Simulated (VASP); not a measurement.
Set up this calculation in VASP 6.6.1, as the native input.

```
Task                   : single point
Functional             : r2SCAN
Potentials or basis    : VASP PAW PBE potentials, release 64 (Ga_d, N_h)
Cutoff                 : 1460 eV
k mesh                 : 6 × 6 × 6
Occupations            : gaussian, width 0.01 eV
Spin                   : no spin polarisation
Dipole correction      : no
Further INCAR settings : ALGO = Normal; EDIFF = 1e-06; NBANDS = 16
```

Crystal: GaN.

```
CELL_PARAMETERS angstrom
0.00000 2.24895 2.24895
2.24895 0.00000 2.24895
2.24895 2.24895 0.00000
ATOMIC_POSITIONS crystal
Ga 0.00000 0.00000 0.00000
N 0.75000 0.75000 0.75000
```

These files were run (other wordings do the same):

POSCAR

```
GaN
1.0
    0.0000000000      2.2489526240      2.2489526240
    2.2489526240      0.0000000000      2.2489526240
    2.2489526240      2.2489526240      0.0000000000
Ga N
1 1
Direct
    0.0000000000      0.0000000000      0.0000000000
    0.7500000000      0.7500000000      0.7500000000
```

INCAR.step1

```
ALGO = Normal ; EDIFF = 1E-5
ENCUT = 1460 ; GGA = PE
GGA_COMPAT = F ; ISMEAR = 0
LASPH = T ; LCHARG = F
LREAL = F ; LWAVE = T
NBANDS = 16 ; NELM = 120
PREC = Accurate ; SIGMA = 0.01
```

INCAR.step2

```
ALGO = Normal ; EDIFF = 1E-6
ENCUT = 1460 ; GGA_COMPAT = F
ISIF = 2 ; ISMEAR = 0
ISTART = 1 ; LASPH = T
LCHARG = F ; LMIXTAU = T
LREAL = F ; LWAVE = F
METAGGA = R2SCAN ; NBANDS = 16
NELM = 120 ; PREC = Accurate
SIGMA = 0.01
```

KPOINTS

```
k-points
0
Gamma
  6 6 6
```

Potentials or basis: VASP PAW PBE potentials, release 64 (Ga_d, N_h).

Run with:

```sh
$ cat potpaw_PBE.64/Ga_d/POTCAR potpaw_PBE.64/N_h/POTCAR > POTCAR
$ cp INCAR.step1 INCAR
$ mpirun -np 1 vasp_std > vasp.out
$ cp INCAR.step2 INCAR
$ mpirun -np 1 vasp_std > vasp.out
```

Results of the run:

The pressure is 0.9 GPa and the band gap on the k mesh is 2.16 eV.

Caveat: the PAW data sets were made with another functional, which shifts forces and pressure a little.

Run time: 52 s on 1 thread of Intel(R) Xeon(R) 6975P-C (Granite Rapids) (shared host), peak memory 0.27 GiB.
